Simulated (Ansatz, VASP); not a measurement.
## One calculation of InSe, two programs

File INCAR:

```
SYSTEM = InSe
PREC = Accurate
ENCUT = 520
EDIFF = 1E-6
ISMEAR = 0
SIGMA = 0.02
LREAL = .FALSE.
LASPH = .TRUE.
NELM = 60
ALGO = Normal
ISIF = 2
LWAVE = .FALSE.
LCHARG = .FALSE.
LDIPOL = .TRUE.
IDIPOL = 3
DIPOL = 0.5 0.5 0.500
GGA = PE
IVDW = 12
NBANDS = 27
```

File KPOINTS:

```
Automatic mesh
0
G
  9 9 1
  0 0 0
```

Contents of POSCAR:

```
InSe
1.0
    3.8250000000      0.0000000000      0.0000000000
   -1.9125000000      3.3125471695      0.0000000000
    0.0000000000      0.0000000000     36.7199571806
Se In
2 2
Direct
    0.0000000000      0.0000000000      0.4250677313
    0.0000000000      0.0000000000      0.5749045073
    0.6666666667      0.3333333333      0.4611107345
    0.6666666667      0.3333333333      0.5388615635
```

Input for Ansatz:

```yaml
crystal:
  lattice:
    - [3.825, 0.0, 0.0]
    - [-1.9125, 3.3125471695, 0.0]
    - [0.0, 0.0, 36.7199571806]
  atoms:
    - { symbol: Se, position: [0.0, 0.0, 0.4250677313] }
    - { symbol: In, position: [0.6666666667, 0.3333333333, 0.4611107345] }
    - { symbol: In, position: [0.6666666667, 0.3333333333, 0.5388615635] }
    - { symbol: Se, position: [0.0, 0.0, 0.5749045073] }
  periodic: [true, true, false]
basis:
  ecutwfc: 420
kpoints:
  mp_grid: { grid: [9, 9, 1] }
hamiltonian:
  xc: pbe
  pseudopotentials: { kind: paw, azcp: { folder: soft_1 } }
  dispersion: d3bj
scf:
  occupations: { method: gaussian, width: 0.02 }
output:
  forces: true
  stress: true
  eigenvalues: true
```

Alike in both runs: task single point; functional PBE; dispersion D3(BJ); k mesh 9 × 9 × 1; occupations gaussian, width 0.02 eV; no spin polarisation.

|  | VASP | Ansatz |
| --- | --- | --- |
| version | VASP 6.6.1 | Ansatz 0.2.0 |
| potentials or method | VASP PAW PBE potentials, release 64 (Se, In_d), cutoff 520 eV | scalar-relativistic, plane waves, PAW |
| valence electrons in the cell | 38 | 58 |

```tsv
	VASP	Ansatz	Ansatz less VASP
gap on the k mesh at the Fermi level (eV)	2.19	2.19	+0.004
least direct gap on the mesh (eV)	2.19	2.19	+0.004
rms of the force components (eV/Å)	0.500	0.491	-0.0097
```

VASP's potentials hold 38 valence electrons a cell and Ansatz's 58, so a difference there can come from the potentials and not from the codes. Ansatz's warnings: structure snapped to symmetry.
